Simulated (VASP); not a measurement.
# SnO2 (R-3m) in VASP: a series of runs

SnO2 is run at these levels: r2SCAN; tasks: single point.

Everything below comes from runs of VASP 6.6.1. Logs are shortened: lines on timing, memory, paths and dates and some standing lists are left out, and cuts for length are marked.

### Step 1. The cell of the first run

The structure is trigonal, space group R-3m (No. 166). Conventional cell: a = 3.105 Å, b = 3.105 Å, c = 13.250 Å, α = 90.00°, β = 90.00°, γ = 120.00°. Sn (site symmetry -3m) has 6 O at 2.02 Å within 2.7 Å. Within 2.7 Å of O (site symmetry 3m) lie 3 Sn at 2.02 Å and 3 O at 2.59 Å.

### Step 2. Single point, r2SCAN (strain -0.040 along x and y, -0.080 along z)

Contents of POSCAR:

```
SnO2
1.0
    1.5524093522      0.8962839574      4.4165451773
   -1.5524093522      0.8962839574      4.4165451773
    0.0000000000     -1.7925679148      4.4165451773
Sn O
1 2
Direct
    0.5000000000      0.5000000000      0.5000000000
    0.2371700000      0.2371700000      0.2371700000
    0.7628300000      0.7628300000      0.7628300000
```

Contents of INCAR.step1:

```
SYSTEM = SnO2
PREC = Accurate
ENCUT = 520
ISMEAR = 0
SIGMA = 0.05
LREAL = .False.
LASPH = .True.
NELM = 100
NBANDS = 20
GGA = PE
ALGO = Normal
EDIFF = 1E-4
LWAVE = .True.
LCHARG = .False.
```

Contents of INCAR.step2:

```
SYSTEM = SnO2
PREC = Accurate
ENCUT = 520
EDIFF = 1E-6
ISMEAR = 0
SIGMA = 0.05
LREAL = .False.
LASPH = .True.
NELM = 100
ALGO = Normal
ISIF = 2
LWAVE = .False.
LCHARG = .False.
METAGGA = R2SCAN
LMIXTAU = .True.
NBANDS = 20
ISTART = 1
```

Contents of KPOINTS:

```
Automatic mesh
0
Gamma
  12 12 12
  0 0 0
```

Potentials or basis: VASP PAW PBE potentials, release 64 (Sn_d, O).

Run with:

```sh
$ cat potpaw_PBE.64/Sn_d/POTCAR potpaw_PBE.64/O/POTCAR > POTCAR
$ cp INCAR.step1 INCAR
$ mpirun -np 1 vasp_std > vasp.out
$ cp INCAR.step2 INCAR
$ mpirun -np 1 vasp_std > vasp.out
```

OUTCAR:

```text
SYSTEM = SnO2
   PREC = Accurate
   ENCUT = 520
   EDIFF = 1E-6
   ISMEAR = 0
   LREAL = .False.
   LASPH = .True.
   NELM = 100
   ISIF = 2
   METAGGA = R2SCAN
   ISTART = 1

 ion  position               nearest neighbor table
   1  0.500  0.500  0.500-   2 2.02   2 2.02   3 2.02   3 2.02   2 2.02   3 2.02
   2  0.237  0.237  0.237-   1 2.02   1 2.02   1 2.02
   3  0.763  0.763  0.763-   1 2.02   1 2.02   1 2.02

  LATTYP: Found a trigonal (rhomboedric) cell.
 ALAT       =     4.7664631575
 COS(alpha) =     0.7878465906

  Lattice vectors:

 A1 = (   1.5524093522,   0.8962839574,   4.4165451773)
 A2 = (  -1.5524093522,   0.8962839574,   4.4165451773)
 A3 = (   0.0000000000,  -1.7925679148,   4.4165451773)

Analysis of symmetry for initial positions (statically):
=====================================================================
 Subroutine PRICEL returns:
 Original cell was already a primitive cell.

 Routine SETGRP: Setting up the symmetry group for a
 trigonal (rhombohedral) supercell.

 Subroutine GETGRP returns: Found 12 space group operations
 (whereof 12 operations were pure point group operations)
 out of a pool of 12 trial point group operations.

The static configuration has the point symmetry D_3d.

Analysis of symmetry for dynamics (positions and initial velocities):
=====================================================================
 Subroutine PRICEL returns:
 Original cell was already a primitive cell.

 Routine SETGRP: Setting up the symmetry group for a
 trigonal (rhombohedral) supercell.

 Subroutine GETGRP returns: Found 12 space group operations
 (whereof 12 operations were pure point group operations)
 out of a pool of 12 trial point group operations.

The dynamic configuration has the point symmetry D_3d.

 Subroutine INISYM returns: Found 12 space group operations
 (whereof 12 operations are pure point group operations),
 and found     1 'primitive' translations

----------------------------------------------------------------------------------------

                                     Primitive cell

  volume of cell :      36.8711

  direct lattice vectors                    reciprocal lattice vectors
     1.552409352  0.896283957  4.416545177     0.322079997  0.185952973  0.075473774
    -1.552409352  0.896283957  4.416545177    -0.322079997  0.185952973  0.075473774
     0.000000000 -1.792567915  4.416545177     0.000000000 -0.371905946  0.075473774

  length of vectors
     4.766463158  4.766463158  4.766463158     0.379486921  0.379486921  0.379486921

  position of ions in fractional coordinates (direct lattice)
     0.500000000  0.500000000  0.500000000
     0.237170000  0.237170000  0.237170000
     0.762830000  0.762830000  0.762830000

  ion indices of the primitive-cell ions
   primitive index   ion index
                 1           1
                 2           2
                 3           3

----------------------------------------------------------------------------------------

 KPOINTS: Automatic mesh

Automatic generation of k-mesh.
 Grid dimensions read from file:
 generate k-points for:   12   12   12

 Generating k-lattice:

  Cartesian coordinates                     Fractional coordinates (reciprocal lattice)
     0.026840000  0.015496081  0.006289481     0.083333333 -0.000000000 -0.000000000
    -0.026840000  0.015496081  0.006289481    -0.000000000  0.083333333 -0.000000000
     0.000000000 -0.030992162  0.006289481    -0.000000000 -0.000000000  0.083333333

  Length of vectors
     0.031623910  0.031623910  0.031623910

  Shift w.r.t. Gamma in fractional coordinates (k-lattice)
     0.000000000  0.000000000  0.000000000

 Subroutine IBZKPT returns following result:
 ===========================================

 Found    189 irreducible k-points:

 Following reciprocal coordinates:
            Coordinates               Weight
  0.000000  0.000000  0.000000      1.000000
  0.083333  0.000000 -0.000000      6.000000
  0.166667  0.000000  0.000000      6.000000
  0.250000  0.000000  0.000000      6.000000
  0.333333 -0.000000  0.000000      6.000000
  0.416667 -0.000000 -0.000000      6.000000
[... 16 lines left out ...]
  0.500000  0.166667  0.000000     12.000000
 -0.416667  0.166667  0.000000     12.000000
 [... further k-points ...]
   k-points           NKPTS =    189   k-points in BZ     NKDIM =    189   number of bands    NBANDS=     20
   number of dos      NEDOS =    301   number of ions     NIONS =      3
   total plane-waves  NPLWV =  46656
   dimension x,y,z NGX =    36 NGY =   36 NGZ =   36
   dimension x,y,z NGXF=    72 NGYF=   72 NGZF=   72
   ions per type =               1   2
   NGX,Y,Z   is equivalent  to a cutoff of  12.56, 12.56, 12.56 a.u.
   NGXF,Y,Z  is equivalent  to a cutoff of  25.11, 25.11, 25.11 a.u.
 SYSTEM =  SnO2
   PREC   = accura    normal or accurate (medium, high low for compatibility)
   ISTART =      1    job   : 0-new  1-cont  2-samecut
   ICHARG =      0    charge: 1-file 2-atom 10-const
   ISPIN  =      1    spin polarized calculation?
   LNONCOLLINEAR =      F non collinear calculations
   LSORBIT =      F    spin-orbit coupling
   LASPH  =      T    aspherical Exc in radial PAW
   ENCUT  =  520.0 eV  38.22 Ry    6.18 a.u.   8.86  8.86  8.86*2*pi/ulx,y,z
   NELM   =    100;   NELMIN=  2; NELMDL=  0     # of ELM steps
   EDIFF  = 0.1E-05   stopping-criterion for ELM
   LREAL  =      F    real-space projection
   EDIFFG = 0.1E-04   stopping-criterion for IOM
   NSW    =      0    number of steps for IOM
   IBRION =     -1    ionic relax: 0-MD 1-quasi-New 2-CG
   NFREE  =      0    steps in history (QN), initial steepest desc. (CG)
   ISIF   =      2    stress and relaxation
   ISYM   =      2    0-nonsym 1-usesym 2-fastsym
   POTIM  = 0.5000    time-step for ionic-motion
   TEBEG  =    0.0;   TEEND  =   0.0 temperature during run
   PSTRESS=    0.0 pullay stress
   NELECT =      26.0000    total number of electrons
   NUPDOWN=      -1.0000    fix difference up-down
   EMIN   =  10.00;   EMAX   =-10.00  energy-range for DOS
   EFERMI =   0.00;   METHOD = LEGACY
   ISMEAR =     0;   SIGMA  =   0.05  broadening in eV -4-tet -1-fermi 0-gaus
   EFERMI_NEDOS =   21; number of points for ismear=-14 and -15
   IALGO  =     38    algorithm
   IMIX   =      4    mixing-type and parameters
     AMIX     =   0.40;   BMIX     =  1.00
     AMIX_MAG =   1.60;   BMIX_MAG =  1.00
  volume/ion in A,a.u.               =      12.29        82.94
  Fermi-wavevector in a.u.,A,eV,Ry     =   1.457149  2.753613 28.889029  2.123284
  Thomas-Fermi vector in A             =   2.573984
   LORBIT       =      0    0 simple, 1 ext, 2 COOP (PROOUT), +10 PAW based schemes
   METAGGA = R2SCAN    functional components
   LHFCALC =     F    Hartree Fock is set to
   AEXX    =    0.0000 exact exchange contribution
   IVDW    =     0    specifies the selected vdW correction
   LEPSILON=     F    determine dielectric tensor
   LRPA    =     F    only Hartree local field effects (RPA)
 non-spin polarized calculation
 Gauss-broadening in eV      SIGMA  =   0.05
  energy-cutoff  :      520.00
  volume of cell :       36.87
 maximum number of plane-waves:      1009
   NGX = 17   NGY = 17   NGZ = 17

 number of electron      25.9999994 magnetization

 Free energy of the ion-electron system (eV)
  ---------------------------------------------------
  ext. energy  EPLUGINS =         0.00000000
  ---------------------------------------------------
  free energy    TOTEN  =       -41.37911650 eV

  energy without entropy =      -41.37911650  energy(sigma->0) =      -41.37911650

 E-fermi :   4.9453     XC(G=0): -11.6453

 val. band max:        4.7413396227   @ k =   0.5000   0.5000  -0.0000
 cond. band min:       8.2018999651   @ k =   0.0000   0.0000   0.0000
 fundamental gap:      3.4605603424
 Fermi energy:         4.9452678427

 k-point     1 :       0.0000    0.0000    0.0000
  band No.  band energies     occupation
      1     -16.3261      2.00000
      2     -15.4371      2.00000
      3     -15.4371      2.00000
      4     -15.0327      2.00000
      5     -15.0327      2.00000
      6     -14.4029      2.00000
[... 12 lines left out ...]
     19      23.8678      0.00000
     20      23.9260      0.00000

 k-point     2 :       0.0833    0.0000   -0.0000
  band No.  band energies     occupation
      1     -16.2509      2.00000
      2     -15.5752      2.00000
      3     -15.4153      2.00000
      4     -15.0596      2.00000
      5     -15.0332      2.00000
      6     -14.3856      2.00000
[... 12 lines left out ...]
     19      22.1803      0.00000
     20      23.9255      0.00000

 k-point     3 :       0.1667    0.0000    0.0000
  band No.  band energies     occupation
      1     -16.1294      2.00000
      2     -15.8095      2.00000
      3     -15.3598      2.00000
      4     -15.1009      2.00000
      5     -15.0293      2.00000
      6     -14.3255      2.00000
[... 12 lines left out ...]
     19      20.8389      0.00000
     20      23.9706      0.00000

 k-point     4 :       0.2500    0.0000    0.0000
  band No.  band energies     occupation
      1     -16.3838      2.00000
      2     -15.6121      2.00000
      3     -15.3000      2.00000
      4     -15.1355      2.00000
      5     -15.0058      2.00000
      6     -14.2084      2.00000
[... 12 lines left out ...]
     19      20.1180      0.00000
     20      23.8436      0.00000

 k-point     5 :       0.3333   -0.0000    0.0000
  band No.  band energies     occupation
      1     -16.6834      2.00000
      2     -15.3478      2.00000
      3     -15.2659      2.00000
      4     -15.1313      2.00000
      5     -14.9539      2.00000
      6     -14.0201      2.00000
[... 12 lines left out ...]
     19      20.1675      0.00000
     20      22.1314      0.00000

 k-point     6 :       0.4167   -0.0000   -0.0000
  band No.  band energies     occupation
      1     -16.8815      2.00000
      2     -15.2732      2.00000
      3     -15.2562      2.00000
      4     -15.0286      2.00000
      5     -14.8988      2.00000
      6     -13.8007      2.00000
[... 12 lines left out ...]
     19      20.5522      0.00000
     20      20.8929      0.00000

 k-point     7 :       0.5000    0.0000    0.0000
  band No.  band energies     occupation
      1     -16.9497      2.00000
      2     -15.2705      2.00000
      3     -15.2550      2.00000
      4     -14.9749      2.00000
      5     -14.8758      2.00000
      6     -13.6956      2.00000
[... 12 lines left out ...]
     19      20.2048      0.00000
     20      20.6675      0.00000
[... 277 lines left out ...]
 k-point    20 :       0.2500    0.1667    0.0000
  band No.  band energies     occupation
      1     -16.1771      2.00000
      2     -15.8683      2.00000
      3     -15.2794      2.00000
      4     -15.1230      2.00000
      5     -15.0196      2.00000
      6     -14.2192      2.00000
[... 12 lines left out ...]
     19      19.9683      0.00000
     20      23.5564      0.00000

 k-point    21 :       0.3333    0.1667   -0.0000
  band No.  band energies     occupation
      1     -16.3655      2.00000
      2     -15.8618      2.00000
      3     -15.1860      2.00000
      4     -15.1454      2.00000
      5     -14.9797      2.00000
      6     -13.9437      2.00000
[... 12 lines left out ...]
     19      20.3050      0.00000
     20      22.4809      0.00000

 k-point    22 :       0.4167    0.1667   -0.0000
  band No.  band energies     occupation
      1     -16.5807      2.00000
      2     -15.8161      2.00000
      3     -15.1804      2.00000
      4     -15.1183      2.00000
      5     -14.9369      2.00000
      6     -13.5120      2.00000
[... 12 lines left out ...]
     19      20.7724      0.00000
     20      21.3611      0.00000

 k-point    23 :       0.5000    0.1667    0.0000
  band No.  band energies     occupation
      1     -16.7319      2.00000
      2     -15.7806      2.00000
      3     -15.2032      2.00000
      4     -15.0533      2.00000
      5     -14.9395      2.00000
      6     -13.0807      2.00000
[... 12 lines left out ...]
     19      20.4821      0.00000
     20      21.1960      0.00000

 k-point    24 :      -0.4167    0.1667    0.0000
  band No.  band energies     occupation
      1     -16.7839      2.00000
      2     -15.7692      2.00000
      3     -15.2122      2.00000
      4     -14.9881      2.00000
      5     -14.9828      2.00000
      6     -12.9001      2.00000
[... 12 lines left out ...]
     19      20.0392      0.00000
     20      21.3240      0.00000

 [... further k-points ...]

------------------------ aborting loop because EDIFF is reached ----------------------------------------

  FORCE on cell =-STRESS in cart. coord.  units (eV):
  Direction    XX          YY          ZZ          XY          YZ          ZX
  --------------------------------------------------------------------------------------
  -------------------------------------------------------------------------------------
  Total        6.5890979      6.5890979      3.2577197      0.0000000     -0.0000000      0.0000000
  in kB      286.3193797    286.3193797    141.5593308      0.0000000     -0.0000000      0.0000000
  external PRESSURE =     238.0660301 kB  Pullay stress =       0.0000000 kB

 VOLUME and BASIS-vectors are now :
 -----------------------------------------------------------------------------
  energy-cutoff  :      520.00
  volume of cell :       36.87
      direct lattice vectors                 reciprocal lattice vectors
     1.552409352  0.896283957  4.416545177     0.322079997  0.185952973  0.075473774
    -1.552409352  0.896283957  4.416545177    -0.322079997  0.185952973  0.075473774
     0.000000000 -1.792567915  4.416545177     0.000000000 -0.371905946  0.075473774

 POSITION                                       TOTAL-FORCE (eV/Angst)
 -----------------------------------------------------------------------------------
      0.00000      0.00000      6.62482         0.000000      0.000000     -0.000000
      0.00000      0.00000      3.14242         0.000000     -0.000000      1.779433
      0.00000      0.00000     10.10722         0.000000      0.000000     -1.779433
 -----------------------------------------------------------------------------------
    total drift:                                0.000000      0.000000      0.000000

  FREE ENERGIE OF THE ION-ELECTRON SYSTEM (eV)
  ---------------------------------------------------
  free  energy   TOTEN  =       -41.3791164980 eV

  energy  without entropy=      -41.3791164980  energy(sigma->0) =      -41.37911650
```

Wall time 10 min (1 thread of AMD EPYC 9R45 (Zen 5), shared host); peak memory 0.27 GiB.

Results:

```
Free energy            : -41.3791 eV
Pressure               : 23.8 GPa
Largest force          : 1.779 eV/Å
Band gap on the k mesh : 3.46 eV (least direct gap 3.73 eV)
```

Forces in eV/Å, atoms in the order of the input:
```
Sn   0.000  0.000  0.000
O    0.000  0.000  1.779
O    0.000  0.000 -1.779
```

Caveat: the cell differs from its parent crystal (strain -0.040 along x and y, -0.080 along z); the stress differs along the axes, from 14 to 29 GPa; the PAW data sets were made with another functional, which shifts forces and pressure a little; spin-orbit coupling is left out, which moves the levels of the heavy elements. A k mesh can miss the band edges.

### Step 3. Single point, r2SCAN (strain -0.080 along x and y, +0.040 along z)

Contents of POSCAR:

```
SnO2
1.0
    1.4877256292      0.8589387925      4.9926162874
   -1.4877256292      0.8589387925      4.9926162874
    0.0000000000     -1.7178775850      4.9926162874
Sn O
1 2
Direct
    0.5000000000      0.5000000000      0.5000000000
    0.2371700000      0.2371700000      0.2371700000
    0.7628300000      0.7628300000      0.7628300000
```

Contents of INCAR.step1:

```
SYSTEM = SnO2
PREC = Accurate ; ENCUT = 520
ISMEAR = 0 ; SIGMA = 0.05
LREAL = .False. ; LASPH = .True.
NELM = 100 ; NBANDS = 20
GGA = PE ; ALGO = Normal
EDIFF = 1E-4 ; LWAVE = .True.
LCHARG = .False.
```

Contents of INCAR.step2:

```
SYSTEM = SnO2
PREC = Accurate ; ENCUT = 520
EDIFF = 1E-6 ; ISMEAR = 0
SIGMA = 0.05 ; LREAL = .False.
LASPH = .True. ; NELM = 100
ALGO = Normal ; ISIF = 2
LWAVE = .False. ; LCHARG = .False.
METAGGA = R2SCAN ; LMIXTAU = .True.
NBANDS = 20 ; ISTART = 1
```

Contents of KPOINTS:

```
regular mesh
0
Gamma
  12 12 12
  0 0 0
```

Potentials or basis: VASP PAW PBE potentials, release 64 (Sn_d, O).

Run with:

```sh
$ cat potpaw_PBE.64/Sn_d/POTCAR potpaw_PBE.64/O/POTCAR > POTCAR
$ cp INCAR.step1 INCAR
$ mpirun -np 1 vasp_std > vasp.out
$ cp INCAR.step2 INCAR
$ mpirun -np 1 vasp_std > vasp.out
```

It took 14 min on 1 thread of AMD EPYC 9R45 (Zen 5), shared host; peak memory 0.31 GiB.

It converged, with:

```
Free energy            : -41.0055 eV
Pressure               : 29.4 GPa
Largest force          : 0.882 eV/Å
Band gap on the k mesh : 4.19 eV (least direct gap 4.55 eV)
```

Forces on the atoms (eV/Å):
```
Sn   0.000  0.000  0.000
O    0.000  0.000  0.882
O    0.000  0.000 -0.882
```

Stress tensor (GPa, compression positive):
```
40.65  0.00  0.00
 0.00 40.65  0.00
 0.00  0.00  6.94
```

Levels at points of the mesh, in eV from the valence-band top:
```
           k point  band 10  band 11  band 12  band 13  band 14  band 15  band 16  band 17
(0.00, 0.00, 0.00)    -1.13    -0.44    -0.37    -0.37     4.19     7.70    13.26    14.63
(0.50, 0.00, 0.00)    -2.92    -1.86    -0.46    -0.31     7.99     9.31    13.22    13.82
(0.50, 0.50, 0.00)    -2.98    -1.66    -0.22     0.00     7.62     8.61    13.52    13.71
(0.50, 0.50, 0.50)    -1.16    -1.16    -0.34    -0.34     5.29     7.62    12.60    14.76
```

Caveat: the cell differs from its parent crystal (strain -0.080 along x and y, +0.040 along z); the stress differs along the axes, from 7 to 41 GPa; the PAW data sets were made with another functional, which shifts forces and pressure a little; spin-orbit coupling is left out, which moves the levels of the heavy elements. A k mesh can miss the band edges.
